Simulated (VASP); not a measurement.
Wanted: the native input for a VASP 6.6.1 run.

```
Task                   : single point
Functional             : LDA
Potentials or basis    : VASP PAW LDA potentials, release 64 (Tl_d)
Cutoff                 : 520 eV
k mesh                 : 16 × 16 × 10
Occupations            : fermi-dirac, width 0.1 eV
Spin                   : no spin polarisation
Dipole correction      : no
Further INCAR settings : ALGO = Normal; EDIFF = 1e-07; NBANDS = 20
```

The structure of Tl lies in POSCAR:

```
Tl
1.0
    3.2674893976      0.0000000000      0.0000000000
   -1.6337446988      2.8297288249      0.0000000000
    0.0000000000      0.0000000000      5.2430506584
Tl
2
Direct
    0.3333333333      0.6666666667      0.2500000000
    0.6666666667      0.3333333333      0.7500000000
```

These files were run (other wordings do the same):

INCAR

```
SYSTEM = Tl
PREC     = Accurate       ! precision mode
ENCUT    = 520            ! plane-wave cutoff, eV
EDIFF    = 1E-7           ! SCF threshold, eV
ISMEAR   = -1             ! smearing method
SIGMA    = 0.1            ! smearing width, eV
LREAL    = .False.        ! projectors in reciprocal space
LASPH    = .True.         ! aspherical terms in the spheres
NELM     = 80             ! most SCF steps
ALGO     = Normal         ! electronic algorithm
ISIF     = 2              ! what is computed and relaxed
LWAVE    = .False.        ! write WAVECAR
LCHARG   = .False.        ! write CHGCAR
NBANDS   = 20             ! bands
```

KPOINTS

```
Automatic mesh
0
Gamma
  16 16 10
  0 0 0
```

Potentials or basis: VASP PAW LDA potentials, release 64 (Tl_d).

Command:

```sh
$ cat potpaw_LDA.64/Tl_d/POTCAR > POTCAR
$ mpirun -np 1 vasp_std > vasp.out
```

Results of the run:

| Property | Result |
| --- | --- |
| Pressure | 7.2 GPa |
| Band gap on the k mesh | zero (bands 13 and 14 overlap by 7.00 eV) |

Caveat: the cell stands under pressure; spin-orbit coupling is left out, which moves the levels of the heavy elements.

It took 72 s on 1 thread of Oxide Virtual Turin-like Processor (shared host), peak memory 0.21 GiB.
